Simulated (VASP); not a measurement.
# CaS (Fm-3m) in VASP: further runs, part 2 of 2

VASP 6.6.1.

## (3) Single point, PBEsol

File INCAR:

```
SYSTEM = CaS
ALGO     = Normal         ! electronic algorithm
EDIFF    = 1E-6           ! SCF threshold, eV
ENCUT    = 500            ! plane-wave cutoff, eV
GGA      = PS             ! functional
GGA_COMPAT= .FALSE.      
ISIF     = 2              ! what is computed and relaxed
ISMEAR   = 0              ! smearing method
LASPH    = .TRUE.         ! aspherical terms in the spheres
LCHARG   = .FALSE.        ! write CHGCAR
LREAL    = .FALSE.        ! projectors in reciprocal space
LWAVE    = .FALSE.        ! write WAVECAR
NBANDS   = 15             ! bands
NELECT   = 14.0         
NELM     = 120            ! most SCF steps
PREC     = Accurate       ! precision mode
SIGMA    = 0.1            ! smearing width, eV
```

File KPOINTS:

```
k-points
0
G
  4 4 4
  0 0 0
```

File POSCAR:

```
CaS
1.0
    0.0000000000      2.8523742917      2.8523742917
    2.8523742917      0.0000000000      2.8523742917
    2.8523742917      2.8523742917      0.0000000000
Ca S
1 1
Direct
    0.0000000000      0.0000000000      0.0000000000
    0.5000000000      0.5000000000      0.5000000000
```

Potentials or basis: VASP PAW PBE potentials, release 64 (Ca_sv, S).

Launch:

```
$ cat potpaw_PBE.64/Ca_sv/POTCAR potpaw_PBE.64/S/POTCAR > POTCAR
$ mpirun -np 1 vasp_std > vasp.out
```

OUTCAR:

```text
SYSTEM = CaS
   EDIFF = 1E-6
   ENCUT = 500
   GGA = PS
   ISIF = 2
   ISMEAR = 0
   LASPH = .TRUE.
   LREAL = .FALSE.
   NELECT = 14.0
   NELM = 120
   PREC = Accurate

 ion  position               nearest neighbor table
   1  0.000  0.000  0.000-   2 2.85   2 2.85   2 2.85   2 2.85   2 2.85   2 2.85
   2  0.500  0.500  0.500-   1 2.85   1 2.85   1 2.85   1 2.85   1 2.85   1 2.85

  LATTYP: Found a face centered cubic cell.
 ALAT       =     5.7047485834

  Lattice vectors:

 A1 = (   0.0000000000,   2.8523742917,   2.8523742917)
 A2 = (   2.8523742917,   0.0000000000,   2.8523742917)
 A3 = (   2.8523742917,   2.8523742917,   0.0000000000)

Analysis of symmetry for initial positions (statically):
=====================================================================
 Subroutine PRICEL returns:
 Original cell was already a primitive cell.

 Routine SETGRP: Setting up the symmetry group for a
 face centered cubic supercell.

 Subroutine GETGRP returns: Found 48 space group operations
 (whereof 48 operations were pure point group operations)
 out of a pool of 48 trial point group operations.

The static configuration has the point symmetry O_h .
[... 158 lines left out ...]
      5     -10.0023      2.00000
      6       1.3778      0.00000
      7       1.3778      0.00000
      8       1.3778      0.00000
      9       7.4613      0.00000
     10       7.8247      0.00000
     11       7.8247      0.00000
     12       7.8247      0.00000
     13       8.1843      0.00000
     14       8.1843      0.00000
[... 113 lines left out ...]
      2     -16.4656      2.00000
      3     -16.4656      2.00000
      4     -16.4469      2.00000
      5      -9.4958      2.00000
      6       0.2276      2.00000
      7       0.2276      2.00000
      8       0.3113      2.00000
      9       8.2893      0.00000
     10       8.2893      0.00000
     11       9.4334      0.00000
     12       9.8505      0.00000
     13      10.5993      0.00000
     14      12.3476      0.00000
     15      13.2120      0.00000

------------------------ aborting loop because EDIFF is reached ----------------------------------------

  FORCE on cell =-STRESS in cart. coord.  units (eV):
  Direction    XX          YY          ZZ          XY          YZ          ZX
  --------------------------------------------------------------------------------------
  -------------------------------------------------------------------------------------
  Total      -12.9517573    -12.9517573    -12.9517573     -0.0000000      0.0000000      0.0000000
  in kB     -447.0846338   -447.0846338   -447.0846338     -0.0000000      0.0000000      0.0000000
  external PRESSURE =    -447.0846338 kB  Pullay stress =       0.0000000 kB

 VOLUME and BASIS-vectors are now :
 -----------------------------------------------------------------------------
  energy-cutoff  :      500.00
  volume of cell :       46.41
      direct lattice vectors                 reciprocal lattice vectors
     0.000000000  2.852374292  2.852374292    -0.175292563  0.175292563  0.175292563
     2.852374292  0.000000000  2.852374292     0.175292563 -0.175292563  0.175292563
     2.852374292  2.852374292  0.000000000     0.175292563  0.175292563 -0.175292563

 POSITION                                       TOTAL-FORCE (eV/Angst)
 -----------------------------------------------------------------------------------
      0.00000      0.00000      0.00000         0.000000     -0.000000      0.000000
      2.85237      2.85237      2.85237        -0.000000      0.000000     -0.000000
 -----------------------------------------------------------------------------------
    total drift:                               -0.000000      0.000000      0.000000

  FREE ENERGIE OF THE ION-ELECTRON SYSTEM (eV)
  ---------------------------------------------------
  free  energy   TOTEN  =       -13.7617109052 eV

  energy  without entropy=      -13.7274732130  energy(sigma->0) =      -13.74459206
```

stdout:

```text
POSCAR found type information on POSCAR CaS
 POSCAR found :  2 types and       2 ions
 scaLAPACK will be used
 -----------------------------------------------------------------------------
|                                                                             |
|                                                                             |
|     You enforced a specific xc type in the INCAR file but a different       |
|     I HOPE YOU KNOW WHAT YOU ARE DOING!                                     |
|                                                                             |
 -----------------------------------------------------------------------------

 LDA part: xc-table for (Slater+PW92), standard interpolation
 POSCAR, INCAR and KPOINTS ok, starting setup
 FFT: planning ... GRIDC
 FFT: planning ... GRID_SOFT
 FFT: planning ... GRID
 WAVECAR not read
 entering main loop
 the old and the new charge density differ
 old charge density:    16.00000 new   14.00000
    0.580E+00
```

Wall time 14 s (1 thread of Intel Xeon 8259CL, shared host); peak memory 0.16 GiB.

What came out:

```
Free energy : -13.7617 eV
```

Caveat: the k points lie up to 0.48 Å⁻¹ apart, too coarse for converged energies and pressures of a metal; the cell carries a net charge on a neutralising background, which shifts energy and pressure; the cell is charged against a uniform background, so pressure and absolute levels hang on convention; the PAW data sets were made with another functional, which shifts forces and pressure a little.

## (4) Single point, PBE

File INCAR:

```
SYSTEM = CaS
PREC = Accurate
ENCUT = 500
EDIFF = 1E-6
ISMEAR = -1
SIGMA = 0.2585199978643553
LREAL = .FALSE.
LASPH = .TRUE.
NELM = 120
ALGO = Normal
ISIF = 2
LWAVE = .FALSE.
LCHARG = .TRUE.
GGA = PE
LELF = .TRUE.
LVHAR = .TRUE.
NBANDS = 15
GGA_COMPAT = .FALSE.
```

File KPOINTS:

```
regular mesh
0
G
  4 4 4
  0 0 0
```

POSCAR is that of step 3.

Launch:

```
$ cat potpaw_PBE.64/Ca_sv/POTCAR potpaw_PBE.64/S/POTCAR > POTCAR
$ mpirun -np 1 vasp_std > vasp.out
```

Run time: 16 s. Hardware: 1 thread of Intel Xeon 8259CL, shared host; peak memory 0.16 GiB.

It converged, with:

```yaml
Free_energy: -10.3543 eV
Pressure: 0.5 GPa
Band_gap_on_the_k_mesh: 2.36 eV (least direct gap 3.17 eV)
```

Levels at points of the mesh, in eV from the valence-band top:
```tsv
k point	band 5	band 6	band 7	band 8	band 9	band 10	band 11	band 12
(0.00, 0.00, 0.00)	-11.31	0.00	0.00	0.00	4.11	4.16	4.16	4.16
(0.50, 0.00, 0.00)	-10.51	-3.08	-1.15	-1.15	5.21	6.04	6.17	6.17
(0.50, 0.50, 0.00)	-10.69	-2.27	-0.80	-0.80	2.36	5.59	5.99	6.74
```

Caveat: the k points lie up to 0.48 Å⁻¹ apart. A k mesh can miss the band edges.

## (5) Single point, PBE

File INCAR:

```
SYSTEM = CaS
PREC = Accurate
ENCUT = 500
EDIFF = 1E-6
ISMEAR = -5
SIGMA = 0.1
LREAL = .False.
LASPH = .True.
NELM = 120
ALGO = Normal
ISIF = 2
LWAVE = .False.
LCHARG = .False.
GGA = PE
NBANDS = 15
GGA_COMPAT = .False.
```

File KPOINTS:

```
Automatic mesh
0
Gamma
  4 4 4
  0 0 0
```

POSCAR is that of step 4.

Launch:

```
$ cat potpaw_PBE.64/Ca_sv/POTCAR potpaw_PBE.64/S/POTCAR > POTCAR
$ mpirun -np 1 vasp_std > vasp.out
```

Run time: 14 s. Hardware: 1 thread of Intel Xeon 8259CL, shared host; peak memory 0.16 GiB.

It converged, with:

```
Free energy            : -10.3535 eV
Pressure               : 0.5 GPa
Band gap on the k mesh : 2.36 eV (least direct gap 3.16 eV)
```

Levels at points of the mesh, in eV from the valence-band top:
```csv
k point,band 4,band 5,band 6,band 7,band 8,band 9,band 10,band 11,band 12,band 13
"(0.00, 0.00, 0.00)",-20.21,-11.31,0.00,0.00,0.00,4.11,4.16,4.16,4.16,4.74
"(0.50, 0.00, 0.00)",-20.22,-10.51,-3.08,-1.15,-1.15,5.20,6.04,6.17,6.17,8.10
"(0.50, 0.50, 0.00)",-20.26,-10.69,-2.27,-0.80,-0.80,2.36,5.58,5.99,6.74,6.76
```

Caveat: the k points lie up to 0.48 Å⁻¹ apart. A k mesh can miss the band edges.

## (6) Overview

```tsv
level	smearing	gap on the mesh (eV)	pressure (GPa)
PBE+D3(BJ)	gaussian 0.1 eV	2.36	-1.9
PBE	fermi-dirac 0.25852 eV	2.36	0.5
PBE	tetrahedron	2.36	0.5
```

Alike in all rows: task single point; potentials or basis VASP PAW PBE potentials, release 64 (Ca_sv, S); no spin polarisation; cell as given; k mesh 4 × 4 × 4; cutoff (eV) 500.

Caveats: all runs use coarse meshes.

Absolute energies hang on the potentials; compare differences alone.
